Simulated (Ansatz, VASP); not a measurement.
# MoS2 in VASP and in Ansatz

```
Mo S
1.0
     1.58550    0.91539    6.11500
    -1.58550    0.91539    6.11500
     0.00000   -1.83078    6.11500
Mo S
1 2
Cartesian
  0.0000 0.0000 0.0000
  0.0000 0.0000 4.5862
  0.0000 0.0000 13.7587
```

Alike in both runs: functional PBEsol; k mesh 8 × 8 × 8; occupations fermi-dirac, width 0.05 eV; no spin polarisation.

|  | VASP | Ansatz |
| --- | --- | --- |
| version | VASP 6.6.1 | Ansatz 0.2.0 |
| potentials or method | VASP PAW PBE potentials, release 64 (Mo_sv, S), cutoff 520 eV | all-electron LAPW, scalar-relativistic |
| task | single point | band structure |

|  | VASP | Ansatz | Ansatz less VASP |
| --- | --- | --- | --- |
| gap on the k mesh at the Fermi level (eV) | none | none | - |
| pressure (GPa) | 2.9 | 3.0 | +0.02 |
| traceless stress, the component that is largest in VASP (GPa) | 3.10 | 3.07 | -0.034 |
| rms of the force components (eV/Å) | 0.353 | 0.350 | -0.0026 |

VASP's potentials were made for PBE, not for PBEsol. Atom by atom the forces differ by 0.003 eV/Å (rms over components). A gap of «none» marks a metal or a gap that the smearing closes. Ansatz ran all-electron here, and VASP with PAW potentials.

Noted on Ansatz's run: the k mesh is thin for a metal, which can move the energy by tens of meV per atom.
